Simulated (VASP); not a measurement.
# GaGe3 (Pm-3m) in VASP: notebook, part 2 of 2

VASP 6.6.1.

### 3 Single point, PBEsol

This run uses another cell than the first one, of 19.97 Å³/atom, 1.020 times its volume.

File INCAR:

```
PREC = Accurate
ENCUT = 520
EDIFF = 1E-6
ISMEAR = -1
SIGMA = 0.05
LREAL = False
LASPH = True
NELM = 100
ALGO = Normal
ISIF = 2
LWAVE = False
LCHARG = False
GGA = PS
NBANDS = 36
```

File KPOINTS:

```
regular mesh
0
Gamma
  6 6 6
```

File POSCAR:

```
GaGe3
1.0
    4.3068010377      0.0000000000      0.0000000000
    0.0000000000      4.3068010377      0.0000000000
    0.0000000000      0.0000000000      4.3068010377
Ge Ga
3 1
Direct
    0.5000000000      0.5000000000      0.0000000000
    0.5000000000      0.0000000000      0.5000000000
    0.0000000000      0.5000000000      0.5000000000
    0.0000000000      0.0000000000      0.0000000000
```

Potentials or basis: VASP PAW PBE potentials, release 64 (Ge_d, Ga_d).

Command:

```sh
> cat potpaw_PBE.64/Ge_d/POTCAR potpaw_PBE.64/Ga_d/POTCAR > POTCAR
> mpirun -np 1 vasp_std > vasp.out
```

OUTCAR:

```text
PREC = Accurate
   ENCUT = 520
   EDIFF = 1E-6
   ISMEAR = -1
   LREAL = False
   LASPH = True
   NELM = 100
   ISIF = 2
   GGA = PS

 ion  position               nearest neighbor table
   1  0.500  0.500  0.000-
   2  0.500  0.000  0.500-
   3  0.000  0.500  0.500-
   4  0.000  0.000  0.000-

  LATTYP: Found a simple cubic cell.
 ALAT       =     4.3068010377

  Lattice vectors:

 A1 = (   4.3068010377,   0.0000000000,   0.0000000000)
 A2 = (   0.0000000000,   4.3068010377,   0.0000000000)
 A3 = (   0.0000000000,   0.0000000000,   4.3068010377)

Analysis of symmetry for initial positions (statically):
=====================================================================
 Subroutine PRICEL returns:
 Original cell was already a primitive cell.

 Routine SETGRP: Setting up the symmetry group for a
 simple cubic supercell.

 Subroutine GETGRP returns: Found 48 space group operations
 (whereof 48 operations were pure point group operations)
 out of a pool of 48 trial point group operations.

The static configuration has the point symmetry O_h .

Analysis of symmetry for dynamics (positions and initial velocities):
=====================================================================
 Subroutine PRICEL returns:
 Original cell was already a primitive cell.

 Routine SETGRP: Setting up the symmetry group for a
 simple cubic supercell.

 Subroutine GETGRP returns: Found 48 space group operations
 (whereof 48 operations were pure point group operations)
 out of a pool of 48 trial point group operations.

The dynamic configuration has the point symmetry O_h .

 Subroutine INISYM returns: Found 48 space group operations
 (whereof 48 operations are pure point group operations),
 and found     1 'primitive' translations

----------------------------------------------------------------------------------------

                                     Primitive cell

  volume of cell :      79.8849

  direct lattice vectors                    reciprocal lattice vectors
     4.306801038  0.000000000  0.000000000     0.232190898  0.000000000  0.000000000
     0.000000000  4.306801038  0.000000000     0.000000000  0.232190898  0.000000000
     0.000000000  0.000000000  4.306801038     0.000000000  0.000000000  0.232190898

  length of vectors
     4.306801038  4.306801038  4.306801038     0.232190898  0.232190898  0.232190898

  position of ions in fractional coordinates (direct lattice)
     0.500000000  0.500000000  0.000000000
     0.500000000  0.000000000  0.500000000
     0.000000000  0.500000000  0.500000000
     0.000000000  0.000000000  0.000000000

  ion indices of the primitive-cell ions
   primitive index   ion index
                 1           1
                 2           2
                 3           3
                 4           4

----------------------------------------------------------------------------------------

 KPOINTS: regular mesh

Automatic generation of k-mesh.
 Grid dimensions read from file:
 generate k-points for:    6    6    6

 Generating k-lattice:

  Cartesian coordinates                     Fractional coordinates (reciprocal lattice)
     0.038698483  0.000000000  0.000000000     0.166666667  0.000000000  0.000000000
     0.000000000  0.038698483  0.000000000     0.000000000  0.166666667  0.000000000
     0.000000000  0.000000000  0.038698483     0.000000000  0.000000000  0.166666667

  Length of vectors
     0.038698483  0.038698483  0.038698483

  Shift w.r.t. Gamma in fractional coordinates (k-lattice)
     0.000000000  0.000000000  0.000000000

 Subroutine IBZKPT returns following result:
 ===========================================

 Found     20 irreducible k-points:

 Following reciprocal coordinates:
            Coordinates               Weight
  0.000000  0.000000  0.000000      1.000000
  0.166667  0.000000  0.000000      6.000000
  0.333333  0.000000  0.000000      6.000000
  0.500000  0.000000  0.000000      3.000000
  0.166667  0.166667  0.000000     12.000000
  0.333333  0.166667  0.000000     24.000000
[... 12 lines left out ...]
  0.500000  0.500000  0.333333      6.000000
  0.500000  0.500000  0.500000      1.000000
   k-points           NKPTS =     20   k-points in BZ     NKDIM =     20   number of bands    NBANDS=     36
   number of dos      NEDOS =    301   number of ions     NIONS =      4
   total plane-waves  NPLWV =  32768
   dimension x,y,z NGX =    32 NGY =   32 NGZ =   32
   dimension x,y,z NGXF=    64 NGYF=   64 NGZF=   64
   ions per type =               3   1
   NGX,Y,Z   is equivalent  to a cutoff of  12.35, 12.35, 12.35 a.u.
   NGXF,Y,Z  is equivalent  to a cutoff of  24.70, 24.70, 24.70 a.u.
 SYSTEM =  unknown system
   PREC   = accura    normal or accurate (medium, high low for compatibility)
   ISTART =      0    job   : 0-new  1-cont  2-samecut
   ICHARG =      2    charge: 1-file 2-atom 10-const
   ISPIN  =      1    spin polarized calculation?
   LNONCOLLINEAR =      F non collinear calculations
   LSORBIT =      F    spin-orbit coupling
   LASPH  =      T    aspherical Exc in radial PAW
   ENCUT  =  520.0 eV  38.22 Ry    6.18 a.u.   8.01  8.01  8.01*2*pi/ulx,y,z
   NELM   =    100;   NELMIN=  2; NELMDL= -5     # of ELM steps
   EDIFF  = 0.1E-05   stopping-criterion for ELM
   LREAL  =      F    real-space projection
   EDIFFG = 0.1E-04   stopping-criterion for IOM
   NSW    =      0    number of steps for IOM
   IBRION =     -1    ionic relax: 0-MD 1-quasi-New 2-CG
   NFREE  =      0    steps in history (QN), initial steepest desc. (CG)
   ISIF   =      2    stress and relaxation
   ISYM   =      2    0-nonsym 1-usesym 2-fastsym
   POTIM  = 0.5000    time-step for ionic-motion
   TEBEG  =    0.0;   TEEND  =   0.0 temperature during run
   PSTRESS=    0.0 pullay stress
   NELECT =      55.0000    total number of electrons
   NUPDOWN=      -1.0000    fix difference up-down
   EMIN   =  10.00;   EMAX   =-10.00  energy-range for DOS
   EFERMI =   0.00;   METHOD = LEGACY
   ISMEAR =    -1;   SIGMA  =   0.05  broadening in eV -4-tet -1-fermi 0-gaus
   EFERMI_NEDOS =   21; number of points for ismear=-14 and -15
   IALGO  =     38    algorithm
   IMIX   =      4    mixing-type and parameters
     AMIX     =   0.40;   BMIX     =  1.00
     AMIX_MAG =   1.60;   BMIX_MAG =  1.00
  volume/ion in A,a.u.               =      19.97       134.77
  Fermi-wavevector in a.u.,A,eV,Ry     =   1.445576  2.731742 28.431957  2.089690
  Thomas-Fermi vector in A             =   2.563742
   LORBIT       =      0    0 simple, 1 ext, 2 COOP (PROOUT), +10 PAW based schemes
   GGA     = PS    functional components
   LHFCALC =     F    Hartree Fock is set to
   AEXX    =    0.0000 exact exchange contribution
   IVDW    =     0    specifies the selected vdW correction
   LEPSILON=     F    determine dielectric tensor
   LRPA    =     F    only Hartree local field effects (RPA)
 non-spin polarized calculation
  energy-cutoff  :      520.00
  volume of cell :       79.88
 maximum number of plane-waves:      2176
   NGX = 17   NGY = 17   NGZ = 17

 number of electron      54.9999903 magnetization

 Free energy of the ion-electron system (eV)
  ---------------------------------------------------
  ext. energy  EPLUGINS =         0.00000000
  ---------------------------------------------------
  free energy    TOTEN  =       -17.16997557 eV

  energy without entropy =      -17.14771356  energy(sigma->0) =      -17.15884456

 E-fermi :   5.7927     XC(G=0): -11.0825

 val. band max:        5.7829242665   @ k =   0.5000   0.0000   0.0000
 cond. band min:       5.7972992999   @ k =   0.3333   0.0000   0.0000
 fundamental gap:      0.0143750334
 Fermi energy:         5.7926752133

 k-point     1 :       0.0000    0.0000    0.0000
  band No.  band energies     occupation
      1     -18.9060      2.00000
      2     -18.9060      2.00000
      3     -18.9060      2.00000
      4     -18.8959      2.00000
      5     -18.8645      2.00000
      6     -18.8645      2.00000
[... 28 lines left out ...]
     35      12.3496      0.00000
     36      12.6875      0.00000
[... 710 lines left out ...]
      6     -18.8722      2.00000
[... 28 lines left out ...]
     35      14.1467      0.00000
     36      14.1467      0.00000

------------------------ aborting loop because EDIFF is reached ----------------------------------------

  FORCE on cell =-STRESS in cart. coord.  units (eV):
  Direction    XX          YY          ZZ          XY          YZ          ZX
  --------------------------------------------------------------------------------------
  -------------------------------------------------------------------------------------
  Total       -2.1794986     -2.1794986     -2.1794986      0.0000000     -0.0000000      0.0000000
  in kB      -43.7122084    -43.7122084    -43.7122084      0.0000000     -0.0000000      0.0000000
  external PRESSURE =     -43.7122084 kB  Pullay stress =       0.0000000 kB

 VOLUME and BASIS-vectors are now :
 -----------------------------------------------------------------------------
  energy-cutoff  :      520.00
  volume of cell :       79.88
      direct lattice vectors                 reciprocal lattice vectors
     4.306801038  0.000000000  0.000000000     0.232190898  0.000000000  0.000000000
     0.000000000  4.306801038  0.000000000     0.000000000  0.232190898  0.000000000
     0.000000000  0.000000000  4.306801038     0.000000000  0.000000000  0.232190898

 POSITION                                       TOTAL-FORCE (eV/Angst)
 -----------------------------------------------------------------------------------
      2.15340      2.15340      0.00000         0.000000      0.000000      0.000000
      2.15340      0.00000      2.15340         0.000000      0.000000      0.000000
      0.00000      2.15340      2.15340         0.000000      0.000000      0.000000
      0.00000      0.00000      0.00000         0.000000      0.000000      0.000000
 -----------------------------------------------------------------------------------
    total drift:                                0.000000     -0.000000     -0.000000

  FREE ENERGIE OF THE ION-ELECTRON SYSTEM (eV)
  ---------------------------------------------------
  free  energy   TOTEN  =       -17.1699755712 eV

  energy  without entropy=      -17.1477135553  energy(sigma->0) =      -17.15884456
```

stdout:

```text
POSCAR found type information on POSCAR GeGa
 POSCAR found :  2 types and       4 ions
 scaLAPACK will be used
 -----------------------------------------------------------------------------
|                                                                             |
|                                                                             |
|     You enforced a specific xc type in the INCAR file but a different       |
|     I HOPE YOU KNOW WHAT YOU ARE DOING!                                     |
|                                                                             |
 -----------------------------------------------------------------------------

 LDA part: xc-table for (Slater+PW92), standard interpolation
 POSCAR, INCAR and KPOINTS ok, starting setup
 FFT: planning ... GRIDC
 FFT: planning ... GRID_SOFT
 FFT: planning ... GRID
 WAVECAR not read
 entering main loop
```

Run time: 19 s. Hardware: 1 thread of AMD EPYC 9R45 (Zen 5), shared host; peak memory 0.17 GiB.

Results:

| Item | Value |
| --- | --- |
| Free energy | -17.1700 eV |
| Pressure | -4.4 GPa |

Levels at points of the mesh, in eV from the Fermi level:
```tsv
k point	band 25	band 26	band 27	band 28	band 29	band 30	band 31	band 32
(0.00, 0.00, 0.00)	-3.70	-3.70	-3.35	2.56	2.56	2.56	3.48	3.48
(0.50, 0.00, 0.00)	-1.87	-1.87	-1.27	-1.27	-0.01	0.24	4.24	4.41
(0.50, 0.50, 0.00)	-0.77	-0.21	-0.21	0.07	0.25	0.25	0.61	1.60
(0.50, 0.50, 0.50)	-5.18	-4.78	-4.78	-4.78	6.46	6.46	6.53	6.53
```

Caveat: the PAW data sets were made with another functional, which shifts forces and pressure a little.

### 4 Single point, PBEsol

This run uses another cell than the first one, of 20.36 Å³/atom, 1.040 times its volume.

File INCAR:

```
  ALGO = Normal
  EDIFF = 1E-6
  ENCUT = 520
  GGA = PS
  ISIF = 2
  ISMEAR = -1
  LASPH = T
  LCHARG = T
  LELF = T
  LREAL = F
  LVHAR = T
  LWAVE = F
  NBANDS = 36
  NELM = 100
  PREC = Accurate
  SIGMA = 0.05
```

File KPOINTS:

```
k-points
0
Gamma
  6 6 6
```

File POSCAR:

```
GaGe3
1.0
    4.3347680618      0.0000000000      0.0000000000
    0.0000000000      4.3347680618      0.0000000000
    0.0000000000      0.0000000000      4.3347680618
Ge Ga
3 1
Direct
    0.5000000000      0.5000000000      0.0000000000
    0.5000000000      0.0000000000      0.5000000000
    0.0000000000      0.5000000000      0.5000000000
    0.0000000000      0.0000000000      0.0000000000
```

Command:

```sh
> cat potpaw_PBE.64/Ge_d/POTCAR potpaw_PBE.64/Ga_d/POTCAR > POTCAR
> mpirun -np 1 vasp_std > vasp.out
```

It took 19 s on 1 thread of AMD EPYC 9R45 (Zen 5), shared host; peak memory 0.17 GiB.

The run converged. Its results:

| Property | Result |
| --- | --- |
| Free energy | -17.1236 eV |
| Pressure | -5.2 GPa |

Levels at points of the mesh, in eV from the Fermi level:
```csv
k point,band 24,band 25,band 26,band 27,band 28,band 29,band 30,band 31,band 32,band 33
"(0.00, 0.00, 0.00)",-3.61,-3.61,-3.61,-3.37,2.52,2.52,2.52,3.44,3.44,3.44
"(0.50, 0.00, 0.00)",-3.44,-1.82,-1.82,-1.23,-1.23,0.02,0.27,4.11,4.29,4.50
"(0.50, 0.50, 0.00)",-6.94,-0.79,-0.23,-0.23,0.09,0.26,0.26,0.57,1.61,5.93
"(0.50, 0.50, 0.50)",-5.15,-5.14,-4.68,-4.68,-4.68,6.34,6.34,6.39,6.39,6.39
```

Caveat: the PAW data sets were made with another functional, which shifts forces and pressure a little.

### 5 Summary

```csv
cell,gap on the mesh (eV),pressure (GPa)
"a = 4.278 Å, 4 atoms",none,-3.4
"a = 4.307 Å, 4 atoms",none,-4.4
"a = 4.335 Å, 4 atoms",none,-5.2
```

Alike in all rows: task single point; level PBEsol; potentials or basis VASP PAW PBE potentials, release 64 (Ge_d, Ga_d); no spin polarisation; k mesh 6 × 6 × 6; cutoff (eV) 520; smearing fermi-dirac 0.05 eV.

Caveats: the PAW data sets were made with another functional, which shifts forces and pressure a little.

Total energies depend on the potentials used, so only differences within one code and one set of settings carry meaning.
